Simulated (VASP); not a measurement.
# Au3ClO (Pm-3m) in VASP: relaxation of cell and atoms with PBE

Aim: the relaxation of cell and atoms of Au3ClO with PBE.

Everything below comes from runs of VASP 6.6.1. Logs are shortened: lines on timing, memory, paths and dates and some standing lists are left out, and cuts for length are marked.

## (1) The cell of the first run

Symmetry: Pm-3m, No. 221, cubic system. Conventional cell: a = 4.553 Å, b = 4.553 Å, c = 4.553 Å, α = 90.00°, β = 90.00°, γ = 90.00°. Within 3.0 Å of Au (site symmetry 4/mmm) lie 2 O at 2.28 Å. Within 4.2 Å of Cl (site symmetry m-3m) lie 12 Au at 3.22 Å and 8 O at 3.94 Å. Within 3.0 Å of O (site symmetry m-3m) lie 6 Au at 2.28 Å.

## (2) Relaxation of cell and atoms, PBE

Input file INCAR:

```
SYSTEM = Au3ClO
  PREC = Accurate
  ENCUT = 600
  EDIFF = 1E-7
  ISMEAR = -1
  SIGMA = 0.15
  LREAL = .False.
  LASPH = .True.
  NELM = 100
  ALGO = Normal
  ISIF = 3
  LWAVE = .False.
  LCHARG = .False.
  GGA = PE
  IBRION = 2
  NSW = 80
  EDIFFG = -0.001
```

Input file KPOINTS:

```
Automatic mesh
0
Gamma
  8 8 8
  0 0 0
```

Input file POSCAR:

```
Au3ClO
1.0
    4.5527548685      0.0000000000      0.0000000000
    0.0000000000      4.5527548685      0.0000000000
    0.0000000000      0.0000000000      4.5527548685
Au Cl O
3 1 1
Direct
    0.0000000000      0.5000000000      0.5000000000
    0.5000000000      0.0000000000      0.5000000000
    0.5000000000      0.5000000000      0.0000000000
    0.0000000000      0.0000000000      0.0000000000
    0.5000000000      0.5000000000      0.5000000000
```

Potentials or basis: VASP PAW PBE potentials, release 64 (Au, Cl, O).

Command:

```bash
> cat potpaw_PBE.64/Au/POTCAR potpaw_PBE.64/Cl/POTCAR potpaw_PBE.64/O/POTCAR > POTCAR
> mpirun -np 1 vasp_std > vasp.out
```

OUTCAR:

```text
SYSTEM = Au3ClO
   PREC = Accurate
   ENCUT = 600
   EDIFF = 1E-7
   ISMEAR = -1
   LREAL = .False.
   LASPH = .True.
   NELM = 100
   ISIF = 3
   GGA = PE
   IBRION = 2
   NSW = 80
   EDIFFG = -0.001

 ion  position               nearest neighbor table
   1  0.000  0.500  0.500-   5 2.28   5 2.28   2 3.22   3 3.22   2 3.22   2 3.22   3 3.22   3 3.22
                             3 3.22   2 3.22
   2  0.500  0.000  0.500-   5 2.28   5 2.28   1 3.22   3 3.22   1 3.22   3 3.22   3 3.22   3 3.22
                             1 3.22   1 3.22
   3  0.500  0.500  0.000-   5 2.28   5 2.28   1 3.22   1 3.22   2 3.22   2 3.22   2 3.22   2 3.22
                             1 3.22   1 3.22
   4  0.000  0.000  0.000-
   5  0.500  0.500  0.500-   1 2.28   2 2.28   3 2.28   3 2.28   2 2.28   1 2.28

  LATTYP: Found a simple cubic cell.
 ALAT       =     4.5527548685

  Lattice vectors:

 A1 = (   4.5527548685,   0.0000000000,   0.0000000000)
 A2 = (   0.0000000000,   4.5527548685,   0.0000000000)
 A3 = (   0.0000000000,   0.0000000000,   4.5527548685)

Analysis of symmetry for initial positions (statically):
=====================================================================
 Subroutine PRICEL returns:
 Original cell was already a primitive cell.

 Routine SETGRP: Setting up the symmetry group for a
 simple cubic supercell.

 Subroutine GETGRP returns: Found 48 space group operations
 (whereof 48 operations were pure point group operations)
 out of a pool of 48 trial point group operations.

The static configuration has the point symmetry O_h .

Analysis of symmetry for dynamics (positions and initial velocities):
=====================================================================
 Subroutine PRICEL returns:
 Original cell was already a primitive cell.

 Routine SETGRP: Setting up the symmetry group for a
 simple cubic supercell.

 Subroutine GETGRP returns: Found 48 space group operations
 (whereof 48 operations were pure point group operations)
 out of a pool of 48 trial point group operations.

The dynamic configuration has the point symmetry O_h .

 Subroutine INISYM returns: Found 48 space group operations
 (whereof 48 operations are pure point group operations),
 and found     1 'primitive' translations

----------------------------------------------------------------------------------------

                                     Primitive cell

  volume of cell :      94.3676

  direct lattice vectors                    reciprocal lattice vectors
     4.552754869  0.000000000  0.000000000     0.219647231  0.000000000  0.000000000
     0.000000000  4.552754869  0.000000000     0.000000000  0.219647231  0.000000000
     0.000000000  0.000000000  4.552754869     0.000000000  0.000000000  0.219647231

  length of vectors
     4.552754869  4.552754869  4.552754869     0.219647231  0.219647231  0.219647231

  position of ions in fractional coordinates (direct lattice)
     0.000000000  0.500000000  0.500000000
     0.500000000  0.000000000  0.500000000
     0.500000000  0.500000000  0.000000000
     0.000000000  0.000000000  0.000000000
     0.500000000  0.500000000  0.500000000

  ion indices of the primitive-cell ions
   primitive index   ion index
                 1           1
                 2           2
                 3           3
                 4           4
                 5           5

----------------------------------------------------------------------------------------

 KPOINTS: Automatic mesh

Automatic generation of k-mesh.
 Grid dimensions read from file:
 generate k-points for:    8    8    8

 Generating k-lattice:

  Cartesian coordinates                     Fractional coordinates (reciprocal lattice)
     0.027455904  0.000000000  0.000000000     0.125000000  0.000000000  0.000000000
     0.000000000  0.027455904  0.000000000     0.000000000  0.125000000  0.000000000
     0.000000000  0.000000000  0.027455904     0.000000000  0.000000000  0.125000000

  Length of vectors
     0.027455904  0.027455904  0.027455904

  Shift w.r.t. Gamma in fractional coordinates (k-lattice)
     0.000000000  0.000000000  0.000000000

 Subroutine IBZKPT returns following result:
 ===========================================

 Found     35 irreducible k-points:

 Following reciprocal coordinates:
            Coordinates               Weight
  0.000000  0.000000  0.000000      1.000000
  0.125000  0.000000  0.000000      6.000000
  0.250000  0.000000  0.000000      6.000000
  0.375000  0.000000  0.000000      6.000000
  0.500000  0.000000  0.000000      3.000000
  0.125000  0.125000  0.000000     12.000000
[... 16 lines left out ...]
  0.375000  0.375000  0.125000     24.000000
  0.500000  0.375000  0.125000     24.000000
 [... further k-points ...]
   k-points           NKPTS =     35   k-points in BZ     NKDIM =     35   number of bands    NBANDS=     27
   number of dos      NEDOS =    301   number of ions     NIONS =      5
   total plane-waves  NPLWV =  46656
   dimension x,y,z NGX =    36 NGY =   36 NGZ =   36
   dimension x,y,z NGXF=    72 NGYF=   72 NGZF=   72
   ions per type =               3   1   1
   NGX,Y,Z   is equivalent  to a cutoff of  13.15, 13.15, 13.15 a.u.
   NGXF,Y,Z  is equivalent  to a cutoff of  26.29, 26.29, 26.29 a.u.
 SYSTEM =  Au3ClO
   PREC   = accura    normal or accurate (medium, high low for compatibility)
   ISTART =      0    job   : 0-new  1-cont  2-samecut
   ICHARG =      2    charge: 1-file 2-atom 10-const
   ISPIN  =      1    spin polarized calculation?
   LNONCOLLINEAR =      F non collinear calculations
   LSORBIT =      F    spin-orbit coupling
   LASPH  =      T    aspherical Exc in radial PAW
   ENCUT  =  600.0 eV  44.10 Ry    6.64 a.u.   9.09  9.09  9.09*2*pi/ulx,y,z
   NELM   =    100;   NELMIN=  2; NELMDL= -5     # of ELM steps
   EDIFF  = 0.1E-06   stopping-criterion for ELM
   LREAL  =      F    real-space projection
   EDIFFG = -.1E-02   stopping-criterion for IOM
   NSW    =     80    number of steps for IOM
   IBRION =      2    ionic relax: 0-MD 1-quasi-New 2-CG
   NFREE  =      1    steps in history (QN), initial steepest desc. (CG)
   ISIF   =      3    stress and relaxation
   ISYM   =      2    0-nonsym 1-usesym 2-fastsym
   POTIM  = 0.5000    time-step for ionic-motion
   TEBEG  =    0.0;   TEEND  =   0.0 temperature during run
   PSTRESS=    0.0 pullay stress
   NELECT =      46.0000    total number of electrons
   NUPDOWN=      -1.0000    fix difference up-down
   EMIN   =  10.00;   EMAX   =-10.00  energy-range for DOS
   EFERMI =   0.00;   METHOD = LEGACY
   ISMEAR =    -1;   SIGMA  =   0.15  broadening in eV -4-tet -1-fermi 0-gaus
   EFERMI_NEDOS =   21; number of points for ismear=-14 and -15
   IALGO  =     38    algorithm
   IMIX   =      4    mixing-type and parameters
     AMIX     =   0.40;   BMIX     =  1.00
     AMIX_MAG =   1.60;   BMIX_MAG =  1.00
  volume/ion in A,a.u.               =      18.87       127.36
  Fermi-wavevector in a.u.,A,eV,Ry     =   1.288407  2.434737 22.585581  1.659993
  Thomas-Fermi vector in A             =   2.420363
   LORBIT       =      0    0 simple, 1 ext, 2 COOP (PROOUT), +10 PAW based schemes
   GGA     = PE    functional components
   LHFCALC =     F    Hartree Fock is set to
   AEXX    =    0.0000 exact exchange contribution
   IVDW    =     0    specifies the selected vdW correction
   LEPSILON=     F    determine dielectric tensor
   LRPA    =     F    only Hartree local field effects (RPA)
 conjugate gradient relaxation of ions
 non-spin polarized calculation
  energy-cutoff  :      600.00
  volume of cell :       94.37
 maximum number of plane-waves:      3178
   NGX = 19   NGY = 19   NGZ = 19

 number of electron      46.0000017 magnetization

 Free energy of the ion-electron system (eV)
  ---------------------------------------------------
  ext. energy  EPLUGINS =         0.00000000
  ---------------------------------------------------
  free energy    TOTEN  =       -14.22660018 eV

  energy without entropy =      -14.02227932  energy(sigma->0) =      -14.12443975

 E-fermi :   4.7935     XC(G=0): -10.8155

 val. band max:        4.7849152073   @ k =   0.5000   0.5000   0.0000
 cond. band min:       4.7987707600   @ k =   0.2500   0.1250   0.1250
 fundamental gap:      0.0138555527
 Fermi energy:         4.7935353108

 k-point     1 :       0.0000    0.0000    0.0000
  band No.  band energies     occupation
      1     -14.4017      2.00000
      2      -9.7324      2.00000
      3       0.1449      2.00000
      4       0.1449      2.00000
      5       0.1449      2.00000
      6       0.8672      2.00000
[... 19 lines left out ...]
     26       7.8901      0.00000
     27      11.4914      0.00000

 k-point     2 :       0.1250    0.0000    0.0000
  band No.  band energies     occupation
      1     -14.3798      2.00000
      2      -9.7230      2.00000
      3      -0.2953      2.00000
      4       0.0378      2.00000
      5       0.0378      2.00000
      6       0.8720      2.00000
[... 19 lines left out ...]
     26       7.9032      0.00000
     27      11.4547      0.00000

 k-point     3 :       0.2500    0.0000    0.0000
  band No.  band energies     occupation
      1     -14.3260      2.00000
      2      -9.6999      2.00000
      3      -1.0605      2.00000
      4      -0.1502      2.00000
      5      -0.1502      2.00000
      6       0.2864      2.00000
[... 19 lines left out ...]
     26       7.9414      0.00000
     27      11.2866      0.00000

 k-point     4 :       0.3750    0.0000    0.0000
  band No.  band energies     occupation
      1     -14.2710      2.00000
      2      -9.6767      2.00000
      3      -1.6401      2.00000
      4      -0.2919      2.00000
      5      -0.2919      2.00000
      6      -0.1072      2.00000
[... 19 lines left out ...]
     26       7.9921      0.00000
     27      11.0175      0.00000
[... 516 lines left out ...]
      4      -1.4978      2.00000
      5      -0.9219      2.00000
      6       0.2598      2.00000
[... 19 lines left out ...]
     26       7.7804      0.00000
     27       9.9221      0.00000

 k-point    23 :       0.3750    0.3750    0.1250
  band No.  band energies     occupation
      1     -14.1177      2.00000
      2      -9.6340      2.00000
      3      -1.9846      2.00000
      4      -1.9814      2.00000
      5      -0.9833      2.00000
      6       0.4079      2.00000
[... 19 lines left out ...]
     26       8.4079      0.00000
     27       9.0854      0.00000

 k-point    24 :       0.5000    0.3750    0.1250
  band No.  band energies     occupation
      1     -14.0944      2.00000
      2      -9.6278      2.00000
      3      -2.1797      2.00000
      4      -2.0266      2.00000
      5      -1.0228      2.00000
      6       0.4929      2.00000
[... 19 lines left out ...]
     26       8.3152      0.00000
     27       8.9845      0.00000

 [... further k-points ...]
[... 5 lines left out ...]
  --------------------------------------------------------------------------------------
  -------------------------------------------------------------------------------------
  Total        0.0049155      0.0049155      0.0049155      0.0000000      0.0000000     -0.0000000
  in kB        0.0834552      0.0834552      0.0834552      0.0000000      0.0000000     -0.0000000
  external PRESSURE =       0.0834552 kB  Pullay stress =       0.0000000 kB

 VOLUME and BASIS-vectors are now :
 -----------------------------------------------------------------------------
  energy-cutoff  :      600.00
  volume of cell :       94.37
      direct lattice vectors                 reciprocal lattice vectors
     4.552754869  0.000000000  0.000000000     0.219647231  0.000000000  0.000000000
     0.000000000  4.552754869  0.000000000     0.000000000  0.219647231  0.000000000
     0.000000000  0.000000000  4.552754869     0.000000000  0.000000000  0.219647231

 POSITION                                       TOTAL-FORCE (eV/Angst)
 -----------------------------------------------------------------------------------
      0.00000      2.27638      2.27638         0.000000      0.000000      0.000000
      2.27638      0.00000      2.27638         0.000000      0.000000      0.000000
      2.27638      2.27638      0.00000         0.000000      0.000000      0.000000
      0.00000      0.00000      0.00000         0.000000      0.000000      0.000000
      2.27638      2.27638      2.27638         0.000000      0.000000      0.000000
 -----------------------------------------------------------------------------------
    total drift:                                0.000000      0.000000      0.000000

  FREE ENERGIE OF THE ION-ELECTRON SYSTEM (eV)
  ---------------------------------------------------
  free  energy   TOTEN  =       -14.2266001751 eV

  energy  without entropy=      -14.0222793195  energy(sigma->0) =      -14.12443975

 reached required accuracy - stopping structural energy minimisation
```

Run time: 2.8 min. Hardware: 1 thread of Intel Xeon 8259CL, shared host; peak memory 0.27 GiB.

Results:

| Property | Result |
| --- | --- |
| Free energy | -14.2266 eV |
| Pressure after relaxing | 0.0 GPa |
| Band gap on the k mesh | zero (bands 23 and 24 overlap by 1.33 eV) |

Final structure:
```
Au Cl O
1.0
     4.55275    0.00000    0.00000
     0.00000    4.55275    0.00000
     0.00000    0.00000    4.55275
Au Cl O
3 1 1
Direct
  0.00000 0.50000 0.50000
  0.50000 0.00000 0.50000
  0.50000 0.50000 0.00000
  0.00000 0.00000 0.00000
  0.50000 0.50000 0.50000
```

Caveat: the relaxation stopped at its first step, so nothing moved; spin-orbit coupling is left out, which moves the levels of the heavy elements.
